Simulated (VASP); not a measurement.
# TbHgB4 (P-6m2) in VASP: further runs

Runs on TbHgB4. Level: PBE. Tasks: relaxation of cell and atoms.

Everything below comes from runs of VASP 6.6.1. Logs are shortened: lines on timing, memory, paths and dates and some standing lists are left out, and cuts for length are marked.

### Step 1. The cell of the first run

Symmetry: P-6m2, No. 187, hexagonal system. Conventional cell: a = 4.145 Å, b = 4.145 Å, c = 6.900 Å, α = 90.00°, β = 90.00°, γ = 120.00°. Within 3.2 Å of Tb (site symmetry -6m2) lie 3 Hg at 2.39 Å. B (site symmetry mm2) has 4 B at 1.60 to 2.09 Å within 2.1 Å. Within 2.8 Å of B (site symmetry -6m2) lie 6 B at 2.09 Å. Within 3.2 Å of Hg (site symmetry -6m2) lie 3 Tb at 2.39 Å.

The cell was generated, and may not be a known phase.

### Step 2. Relaxation of cell and atoms, PBE

Input file INCAR:

```
SYSTEM = TbHgB4
PREC     = Accurate       ! precision mode
ENCUT    = 500            ! plane-wave cutoff, eV
EDIFF    = 1E-7           ! SCF threshold, eV
ISMEAR   = 0              ! smearing method
SIGMA    = 0.2            ! smearing width, eV
LREAL    = .FALSE.        ! projectors in reciprocal space
LASPH    = .TRUE.         ! aspherical terms in the spheres
NELM     = 200            ! most SCF steps
ALGO     = Normal         ! electronic algorithm
ISIF     = 3              ! what is computed and relaxed
LWAVE    = .FALSE.        ! write WAVECAR
LCHARG   = .FALSE.        ! write CHGCAR
GGA      = PE             ! functional
IBRION   = 2              ! ionic algorithm
NSW      = 36             ! ionic steps
EDIFFG   = -0.08          ! ionic threshold
GGA_COMPAT= .FALSE.      
NELMIN   = 4            
LMAXMIX  = 6              ! l up to which the mixer works
```

Input file KPOINTS:

```
Automatic mesh
0
G
  5 5 3
  0 0 0
```

Input file POSCAR:

```
TbHgB4
1.0
    4.1448755500      0.0000000000      0.0000000000
   -2.0724377800      3.5895675300      0.0000000000
    0.0000000000      0.0000000000      6.8997407100
Tb B Hg
1 4 1
Direct
    0.6666666700      0.3333333300      0.5000000000
    0.5379142900      0.4620857100      0.0000000000
    0.5379142900      0.0758285800      0.0000000000
    0.9241714200      0.4620857100      0.0000000000
    0.0000000000      0.0000000000      0.0000000000
    0.0000000000      0.0000000000      0.5000000000
```

Potentials or basis: VASP PAW PBE potentials, release 64 (Tb_3, B, Hg), 4f in core.

The run is started by

```console
$ cat potpaw_PBE.64/Tb_3/POTCAR potpaw_PBE.64/B/POTCAR potpaw_PBE.64/Hg/POTCAR > POTCAR
$ mpirun -np 1 vasp_std > vasp.out
```

OUTCAR:

```text
SYSTEM = TbHgB4
   PREC = Accurate
   ENCUT = 500
   EDIFF = 1E-7
   ISMEAR = 0
   LREAL = .FALSE.
   LASPH = .TRUE.
   NELM = 200
   ISIF = 3
   GGA = PE
   IBRION = 2
   NSW = 36
   EDIFFG = -0.08
   NELMIN = 4

 ion  position               nearest neighbor table
   1  0.667  0.333  0.500-   6 2.39   6 2.39   6 2.39
   2  0.538  0.462  0.000-   4 1.60   3 1.60   5 2.09   5 2.09
   3  0.538  0.076  0.000-   4 1.60   2 1.60   5 2.09   5 2.09
   4  0.924  0.462  0.000-   2 1.60   3 1.60   5 2.09   5 2.09
   5  0.000  0.000  0.000-   3 2.09   3 2.09   2 2.09   2 2.09   4 2.09   4 2.09
   6  0.000  0.000  0.500-   1 2.39   1 2.39   1 2.39

  LATTYP: Found a hexagonal cell.
 ALAT       =     4.1448755500
 C/A-ratio  =     1.6646436369

  Lattice vectors:

 A1 = (   4.1448755500,   0.0000000000,   0.0000000000)
 A2 = (  -2.0724377800,   3.5895675300,   0.0000000000)
 A3 = (   0.0000000000,   0.0000000000,   6.8997407100)

Analysis of symmetry for initial positions (statically):
=====================================================================
 Subroutine PRICEL returns:
 Original cell was already a primitive cell.

 Routine SETGRP: Setting up the symmetry group for a
 hexagonal supercell.

 Subroutine GETGRP returns: Found 12 space group operations
 (whereof 12 operations were pure point group operations)
 out of a pool of 24 trial point group operations.

The static configuration has the point symmetry D_3h.

Analysis of symmetry for dynamics (positions and initial velocities):
=====================================================================
 Subroutine PRICEL returns:
 Original cell was already a primitive cell.

 Routine SETGRP: Setting up the symmetry group for a
 hexagonal supercell.

 Subroutine GETGRP returns: Found 12 space group operations
 (whereof 12 operations were pure point group operations)
 out of a pool of 24 trial point group operations.

The dynamic configuration has the point symmetry D_3h.

 Subroutine INISYM returns: Found 12 space group operations
 (whereof 12 operations are pure point group operations),
 and found     1 'primitive' translations

----------------------------------------------------------------------------------------

                                     Primitive cell

  volume of cell :     102.6565

  direct lattice vectors                    reciprocal lattice vectors
     4.144875550  0.000000000  0.000000000     0.241261767  0.139292546  0.000000000
    -2.072437780  3.589567530  0.000000000     0.000000000  0.278585092  0.000000000
[... 73 lines left out ...]
   LNONCOLLINEAR =      F non collinear calculations
   LSORBIT =      F    spin-orbit coupling
   LASPH  =      T    aspherical Exc in radial PAW
   ENCUT  =  500.0 eV  36.75 Ry    6.06 a.u.   7.56  7.56 12.58*2*pi/ulx,y,z
   NELM   =    200;   NELMIN=  4; NELMDL= -5     # of ELM steps
   EDIFF  = 0.1E-06   stopping-criterion for ELM
   LREAL  =      F    real-space projection
   EDIFFG = -.8E-01   stopping-criterion for IOM
   NSW    =     36    number of steps for IOM
   IBRION =      2    ionic relax: 0-MD 1-quasi-New 2-CG
   NFREE  =      1    steps in history (QN), initial steepest desc. (CG)
   ISIF   =      3    stress and relaxation
   ISYM   =      2    0-nonsym 1-usesym 2-fastsym
   POTIM  = 0.5000    time-step for ionic-motion
   TEBEG  =    0.0;   TEEND  =   0.0 temperature during run
   PSTRESS=    0.0 pullay stress
   NELECT =      33.0000    total number of electrons
   NUPDOWN=      -1.0000    fix difference up-down
   EMIN   =  10.00;   EMAX   =-10.00  energy-range for DOS
   EFERMI =   0.00;   METHOD = LEGACY
   ISMEAR =     0;   SIGMA  =   0.20  broadening in eV -4-tet -1-fermi 0-gaus
   EFERMI_NEDOS =   21; number of points for ismear=-14 and -15
   IALGO  =     38    algorithm
   IMIX   =      4    mixing-type and parameters
     AMIX     =   0.40;   BMIX     =  1.00
     AMIX_MAG =   1.60;   BMIX_MAG =  1.00
  volume/ion in A,a.u.               =      17.11       115.46
  Fermi-wavevector in a.u.,A,eV,Ry     =   1.121461  2.119253 17.111691  1.257674
  Thomas-Fermi vector in A             =   2.258114
   LORBIT       =      0    0 simple, 1 ext, 2 COOP (PROOUT), +10 PAW based schemes
   GGA     = PE    functional components
   LHFCALC =     F    Hartree Fock is set to
   AEXX    =    0.0000 exact exchange contribution
   IVDW    =     0    specifies the selected vdW correction
   LEPSILON=     F    determine dielectric tensor
   LRPA    =     F    only Hartree local field effects (RPA)
 conjugate gradient relaxation of ions
 non-spin polarized calculation
 Gauss-broadening in eV      SIGMA  =   0.20
  energy-cutoff  :      500.00
  volume of cell :      102.66
 maximum number of plane-waves:      2623
 NGX is ok and might be reduce to    30
   NGX = 15   NGY = 15   NGZ = 25

--------------------------------------- Ionic step        1  -------------------------------------------

 number of electron      32.9999998 magnetization

 Free energy of the ion-electron system (eV)
  ---------------------------------------------------
  ext. energy  EPLUGINS =         0.00000000
  ---------------------------------------------------
  free energy    TOTEN  =       -20.49732349 eV

  energy without entropy =      -20.43748740  energy(sigma->0) =      -20.46740545

------------------------ aborting loop because EDIFF is reached ----------------------------------------

  FORCE on cell =-STRESS in cart. coord.  units (eV):
  Direction    XX          YY          ZZ          XY          YZ          ZX
  --------------------------------------------------------------------------------------
  -------------------------------------------------------------------------------------
  Total       14.9626753     14.9626753     -5.8082074     -0.0000000      0.0000000      0.0000000
  in kB      233.5250313    233.5250324    -90.6496860     -0.0000003      0.0000000      0.0000000
  external PRESSURE =     125.4667926 kB  Pullay stress =       0.0000000 kB
[... 578 lines left out ...]
     19       6.0442      0.00000
     20       6.5653      0.00000

[... ionic steps 4 to 13 ...]

--------------------------------------- Ionic step       14  -------------------------------------------

 number of electron      33.0000006 magnetization

------------------------ aborting loop because EDIFF is reached ----------------------------------------
[... 75 lines left out ...]
--------------------------------------- Ionic step       16  -------------------------------------------

 number of electron      33.0000006 magnetization

 Free energy of the ion-electron system (eV)
  ---------------------------------------------------
  ext. energy  EPLUGINS =         0.00000000
  ---------------------------------------------------
  free energy    TOTEN  =       -22.90281330 eV

  energy without entropy =      -22.86027673  energy(sigma->0) =      -22.88154502

 E-fermi :   3.4972     XC(G=0): -10.3124

 val. band max:        3.4912504069   @ k =   0.2000   0.2000   0.0000
 cond. band min:       3.5076711151   @ k =   0.4000   0.2000   0.3333
 fundamental gap:      0.0164207083
 Fermi energy:         3.4971792720
[... 261 lines left out ...]
  FREE ENERGIE OF THE ION-ELECTRON SYSTEM (eV)
  ---------------------------------------------------
  free  energy   TOTEN  =       -22.9028133048 eV

  energy  without entropy=      -22.8602767328  energy(sigma->0) =      -22.88154502

 reached required accuracy - stopping structural energy minimisation
```

It took 5 min on 1 thread of Intel Xeon Platinum 8488C (Sapphire Rapids), shared host; peak memory 0.22 GiB.

Results:

```
Free energy                           : -22.9028 eV
Relaxed volume                        : 15.88 Å³/atom
Relaxed cell                          : a = 4.666 Å, b = 4.666 Å, c = 5.053 Å, α = 90.00°, β = 90.00°, γ = 120.00°
Space group after relaxing (to 0.1 Å) : P-6m2 (No. 187)
Pressure after relaxing               : 0.1 GPa
Largest force after relaxing          : 0.023 eV/Å
Band gap on the k mesh                : zero (an odd number of electrons rules out a gap without spin polarisation)
```

Forces on the atoms (eV/Å):
```
Tb   0.000  0.000  0.000
B   -0.020  0.012  0.000
B    0.000 -0.023  0.000
B    0.020  0.012  0.000
B    0.000  0.000  0.000
Hg   0.000  0.000  0.000
```

Stress tensor (GPa, compression positive):
```
 0.33  0.00  0.00
 0.00  0.33  0.00
 0.00  0.00 -0.35
```

Final structure:
```
Tb B Hg
1.0
     4.66555    0.00000    0.00000
    -2.33278    4.04049    0.00000
     0.00000    0.00000    5.05337
Tb B Hg
1 4 1
Cartesian
  2.3328 1.3468 2.5267
  1.4823 1.8378 0.0000
  2.3328 0.3648 5.0534
  3.1832 1.8378 0.0000
  0.0000 0.0000 5.0534
  0.0000 0.0000 2.5267
```

Caveat: a cell axis changed by over 15 % at a fixed basis, so the end point is rough; spin-orbit coupling is left out, which moves the levels of the heavy elements; the 4f electrons are frozen in the core, so they carry no moment and show no levels. Spin polarisation is off, so any magnetic state and its effect on volume and gap are missing.

### Step 3. Relaxation of cell and atoms, PBE

This run uses another cell than the first one, of 15.01 Å³/atom.

Input file INCAR:

```
PREC = Accurate
ENCUT = 500
EDIFF = 1E-7
ISMEAR = 0
SIGMA = 0.2
LREAL = F
LASPH = T
NELM = 200
ALGO = Normal
ISIF = 3
LWAVE = F
LCHARG = F
GGA = PE
IBRION = 2
NSW = 36
EDIFFG = -0.08
GGA_COMPAT = F
NELMIN = 4
LMAXMIX = 6
```

Input file KPOINTS:

```
regular mesh
0
Gamma
  4 4 4
```

Input file POSCAR:

```
TbHgB4
1.0
    5.0595779900      0.0000000000      0.0000000000
   -2.5297890000      4.3817230700      0.0000000000
    0.0000000000      0.0000000000      4.0633031400
Tb B Hg
1 4 1
Direct
    0.0000000000      0.0000000000      0.0000000000
    0.6666666700      0.3333333300      0.0000000000
    0.0030570000      0.5015285000      0.5000000000
    0.4984715000      0.5015285000      0.5000000000
    0.4984715000      0.9969430000      0.5000000000
    0.3333333300      0.6666666700      0.0000000000
```

Potentials or basis: VASP PAW PBE potentials, release 64 (Tb_3, B, Hg), 4f in core.

The run is started by

```console
$ cat potpaw_PBE.64/Tb_3/POTCAR potpaw_PBE.64/B/POTCAR potpaw_PBE.64/Hg/POTCAR > POTCAR
$ mpirun -np 1 vasp_std > vasp.out
```

OUTCAR:

```text
PREC = Accurate
   ENCUT = 500
   EDIFF = 1E-7
   ISMEAR = 0
   LREAL = F
   LASPH = T
   NELM = 200
   ISIF = 3
   GGA = PE
   IBRION = 2
   NSW = 36
   EDIFFG = -0.08
   NELMIN = 4

 ion  position               nearest neighbor table
   1  0.000  0.000  0.000-   2 2.92   6 2.92   2 2.92   6 2.92   2 2.92   6 2.92
   2  0.667  0.333  0.000-   6 2.92   6 2.92   1 2.92   1 2.92   1 2.92   6 2.92
   3  0.003  0.502  0.500-   6 2.49   6 2.49
   4  0.498  0.502  0.500-   6 2.49   6 2.49
   5  0.498  0.997  0.500-   6 2.49   6 2.49
   6  0.333  0.667  0.000-   3 2.49   3 2.49   5 2.49   5 2.49   4 2.49   4 2.49   2 2.92   2 2.92
                             1 2.92   1 2.92   1 2.92   2 2.92

  LATTYP: Found a hexagonal cell.
 ALAT       =     5.0595779900
 C/A-ratio  =     0.8030913147

  Lattice vectors:
[... 290 lines left out ...]
  free  energy   TOTEN  =       -24.0723363973 eV

  energy  without entropy=      -24.0180281163  energy(sigma->0) =      -24.04518226

[... ionic steps 4 to 12 ...]

--------------------------------------- Ionic step       13  -------------------------------------------

 number of electron      33.0000000 magnetization

------------------------ aborting loop because EDIFF is reached ----------------------------------------
[... 75 lines left out ...]
--------------------------------------- Ionic step       15  -------------------------------------------

 number of electron      32.9999999 magnetization

 Free energy of the ion-electron system (eV)
  ---------------------------------------------------
  ext. energy  EPLUGINS =         0.00000000
  ---------------------------------------------------
  free energy    TOTEN  =       -28.56247801 eV

  energy without entropy =      -28.50635669  energy(sigma->0) =      -28.53441735

 E-fermi :   5.9739     XC(G=0): -11.6345

 val. band max:        5.9101207625   @ k =   0.2500   0.0000   0.2500
 cond. band min:       6.0718240626   @ k =   0.2500   0.2500   0.2500
 fundamental gap:      0.1617033000
 Fermi energy:         5.9739143999

 k-point     1 :       0.0000    0.0000    0.0000
  band No.  band energies     occupation
      1     -17.1899      2.00000
      2     -17.1899      2.00000
      3     -16.3879      2.00000
      4      -9.1834      2.00000
      5      -3.3333      2.00000
      6      -3.0827      2.00000
[... 298 lines left out ...]
  FREE ENERGIE OF THE ION-ELECTRON SYSTEM (eV)
  ---------------------------------------------------
  free  energy   TOTEN  =       -28.5624780103 eV

  energy  without entropy=      -28.5063566909  energy(sigma->0) =      -28.53441735

 reached required accuracy - stopping structural energy minimisation
```

CONTCAR:

```text
TbHgB4
   1.00000000000000
     5.2463069148841521   -0.0000000000927104   -0.0000000000000000
    -2.6231534627068962    4.5434350624953135    0.0000000000000000
     0.0000000000000000   -0.0000000000000000    3.0596604365974209
  Tb              B               Hg
     1     4     1
Direct
     0.0000000000000000    0.0000000000000000    1.0000000000000000
     0.6666666699999979    0.3333333300000021    1.0000000000000000
     0.8895599814601117    0.4447799907310679    0.5000000000000000
     0.5552200092709560    0.4447799907285578    0.5000000000000000
     0.5552200092689320    0.1104400185403743    0.5000000000000000
     0.3333333300000021    0.6666666699999979    1.0000000000000000

  0.00000000E+00  0.00000000E+00  0.00000000E+00
  0.00000000E+00  0.00000000E+00  0.00000000E+00
  0.00000000E+00  0.00000000E+00  0.00000000E+00
  0.00000000E+00  0.00000000E+00  0.00000000E+00
  0.00000000E+00  0.00000000E+00  0.00000000E+00
  0.00000000E+00  0.00000000E+00  0.00000000E+00
```

Wall time 5.5 min (1 thread of Intel Xeon Platinum 8488C (Sapphire Rapids), shared host); peak memory 0.24 GiB.

Results:

* Free energy: -28.5625 eV
* Relaxed volume: 12.16 Å³/atom
* Relaxed cell: a = 5.246 Å, b = 5.246 Å, c = 3.060 Å, α = 90.00°, β = 90.00°, γ = 120.00°
* Space group after relaxing (to 0.1 Å): P-6m2 (No. 187)
* Energy gained by relaxing: 941.9 meV/atom
* Ionic steps: 15
* Pressure after relaxing: -0.2 GPa
* Largest force after relaxing: 0.028 eV/Å
* Band gap on the k mesh: zero (an odd number of electrons rules out a gap without spin polarisation)

Forces on the atoms (eV/Å):
```
Tb   0.000  0.000  0.000
B    0.000  0.000  0.000
B   -0.024 -0.014  0.000
B    0.024 -0.014  0.000
B    0.000  0.028  0.000
Hg   0.000  0.000  0.000
```

Stress tensor (GPa, compression positive):
```
-0.17  0.00  0.00
 0.00 -0.17  0.00
 0.00  0.00 -0.30
```

Step by step:
| step | energy change (eV) | largest force (eV/Å) | pressure (GPa) | volume (Å³) |
| --- | --- | --- | --- | --- |
| 1 | 0.0000 | 1.0831 | -13.05 | 90.08 |
| 2 | -1.1225 | 2.4176 | 1.69 | 74.99 |
| 3 | -1.1611 | 2.7234 | 6.51 | 72.30 |
| 4 | -2.3438 | 3.4106 | 8.89 | 68.78 |
| 5 | -2.6274 | 8.1173 | 59.40 | 58.16 |
| 6 | -3.4251 | 3.2619 | 13.93 | 65.96 |
| 7 | -4.3842 | 0.7215 | 28.99 | 62.06 |
| 8 | -4.8356 | 1.8085 | 25.71 | 63.58 |
| 9 | -4.8469 | 2.4996 | 25.48 | 63.93 |
| 10 | -5.3759 | 1.2178 | 13.70 | 67.21 |
| 11 | -5.6385 | 0.0034 | 2.65 | 71.39 |
| 12 | -5.6476 | 0.2088 | 0.75 | 72.29 |
| 13 | -5.6478 | 0.2477 | 0.37 | 72.46 |
| 14 | -5.6497 | 0.1727 | 0.16 | 72.62 |
| 15 | -5.6512 | 0.0282 | -0.21 | 72.93 |

Final structure:
```
Tb B Hg
1.0
     5.24631    0.00000    0.00000
    -2.62315    4.54344    0.00000
     0.00000    0.00000    3.05966
Tb B Hg
1 4 1
Direct
  0.00000 0.00000 0.00000
  0.66667 0.33333 0.00000
  0.88956 0.44478 0.50000
  0.55522 0.44478 0.50000
  0.55522 0.11044 0.50000
  0.33333 0.66667 0.00000
```

Caveat: the k points lie up to 0.51 Å⁻¹ apart in the final cell, too coarse for converged energies and pressures of a metal; the volume moved by over 15 % at a fixed basis, so the end points are rough; spin-orbit coupling is left out, which moves the levels of the heavy elements; the 4f electrons are frozen in the core, so they carry no moment and show no levels. Spin polarisation is off, so any magnetic state and its effect on volume and gap are missing.

(Continued in part 2 of 2.)

The gap in the log of VASP goes by the Fermi energy; the results here count the filled bands.